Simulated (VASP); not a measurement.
Runs of VASP 6.6.1 on Sn. It takes space group Immm (No. 71, orthorhombic). Conventional cell: a = 3.453 Å, b = 3.551 Å, c = 4.677 Å, α = 90.00°, β = 90.00°, γ = 90.00°. Sn (site symmetry mmm) has 14 Sn at 3.41 to 4.68 Å within 4.7 Å. 

```csv
k mesh,gap on the mesh (eV),pressure (GPa)
6 × 6 × 6,none,(a)
7 × 7 × 7,none,-3.3
4 × 4 × 4,none,-3.5
3 × 3 × 3,none,-6.9
9 × 9 × 9,none,-3.5
```

Alike in all rows: task single point; level PBEsol; potentials or basis VASP PAW PBE potentials, release 64 (Sn_d); no spin polarisation; cell as given; cutoff (eV) 500; smearing fermi-dirac 0.1 eV.

Question: Fill in the values left out.

Answer: (a) -2.8.

Caveats: some runs use coarse meshes; the PAW data sets were made with another functional, which shifts forces and pressure a little; spin-orbit coupling is left out, which moves the levels of the heavy elements; the cell stands under tension (at least some runs).

A k mesh can miss the band edges, and the runs leave out spin-orbit coupling on Sn.

A gap of «none» marks levels without a gap at the run's occupations.
